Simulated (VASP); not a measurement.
Input of a VASP 6.6.1 run:

Contents of INCAR:

```
PREC = Accurate
ENCUT = 520
EDIFF = 1E-6
ISMEAR = 0
SIGMA = 0.1
LREAL = False
LASPH = True
NELM = 80
ALGO = Normal
ISIF = 2
LWAVE = False
LCHARG = True
GGA = PE
LELF = True
LVHAR = True
NBANDS = 38
```

File KPOINTS:

```
regular mesh
0
Gamma
  10 10 10
```

The input POSCAR:

```
Cu2Cl
1.0
    0.0000000000      3.6068191672      3.6068191672
    3.6068191672      0.0000000000      3.6068191672
    3.6068191672      3.6068191672      0.0000000000
Cu Cl
4 2
Direct
    0.1250000000      0.1250000000      0.1250000000
    0.6250000000      0.1250000000      0.1250000000
    0.1250000000      0.1250000000      0.6250000000
    0.1250000000      0.6250000000      0.1250000000
    0.5000000000      0.5000000000      0.5000000000
    0.7500000000      0.7500000000      0.7500000000
```

Potentials or basis: VASP PAW PBE potentials, release 64 (Cu, Cl).

Run with:

```bash
$ cat potpaw_PBE.64/Cu/POTCAR potpaw_PBE.64/Cl/POTCAR > POTCAR
$ mpirun -np 1 vasp_std > vasp.out
```

What does it give for the band gap on the k mesh?

Zero (bands 29 and 30 overlap by 0.13 eV).

What does it give for the pressure?

0.1 GPa.

With open d or f shells a metallic result of PBE can be an artefact of self-interaction; +U or a hybrid may open a gap.
